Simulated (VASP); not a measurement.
Wanted: the native input for a VASP 6.6.1 run.

```yaml
Task: electric field gradients
Functional: PBE
Potentials_or_basis: VASP PAW PBE potentials, release 64 (P)
Cutoff: 520 eV
k_mesh: 10 × 10 × 10
Occupations: fermi-dirac, width 0.05 eV
Spin: no spin polarisation
Dipole_correction: no
Further_INCAR_settings: ALGO = Normal; EDIFF = 1e-08; NBANDS = 12
```

The structure of P lies in POSCAR:

```
P
1.0
    0.0000000000      2.6566464230      2.6566464230
    2.6566464230      0.0000000000      2.6566464230
    2.6566464230      2.6566464230      0.0000000000
P
2
Direct
   -0.2600000000     -0.0800000000     -0.0800000000
    0.2600000000      0.0800000000      0.0800000000
```

This cell differs from its parent crystal: shortest bond scaled by 0.64.

These files were run (other wordings do the same):

INCAR

```
PREC     = Accurate       # precision mode
ENCUT    = 520            # plane-wave cutoff, eV
EDIFF    = 1E-8           # SCF threshold, eV
ISMEAR   = -1             # smearing method
SIGMA    = 0.05           # smearing width, eV
LREAL    = F              # projectors in reciprocal space
LASPH    = T              # aspherical terms in the spheres
NELM     = 80             # most SCF steps
ALGO     = Normal         # electronic algorithm
ISIF     = 2              # what is computed and relaxed
LWAVE    = F              # write WAVECAR
LCHARG   = F              # write CHGCAR
GGA      = PE             # functional
LEFG     = T            
NBANDS   = 12             # bands
```

KPOINTS

```
regular mesh
0
Gamma
  10 10 10
```

Potentials or basis: VASP PAW PBE potentials, release 64 (P).

Run with:

```sh
$ cat potpaw_PBE.64/P/POTCAR > POTCAR
$ mpirun -np 1 vasp_std > vasp.out
```

Results of the run:

* Pressure: 95.1 GPa
* Largest force: 42.611 eV/Å
* Band gap on the k mesh: zero (bands 5 and 6 overlap by 1.58 eV)
* Largest electric field gradient by atom: P -181.6 V/Å²

Caveat: the cell differs from its parent crystal (shortest bond scaled by 0.64); atoms lie so close that the PAW spheres overlap strongly, which falsifies energies and pressures; the cell stands under pressure; without QUAD_EFG the Cq values of the log hold for a quadrupole moment of 1 mb, not for the nuclei; forces of over 1 eV/Å act on the atoms, so gaps and moduli don't describe the material at rest.

It took 74 s on 1 thread of AMD EPYC 7R13 (shared host), peak memory 0.14 GiB.
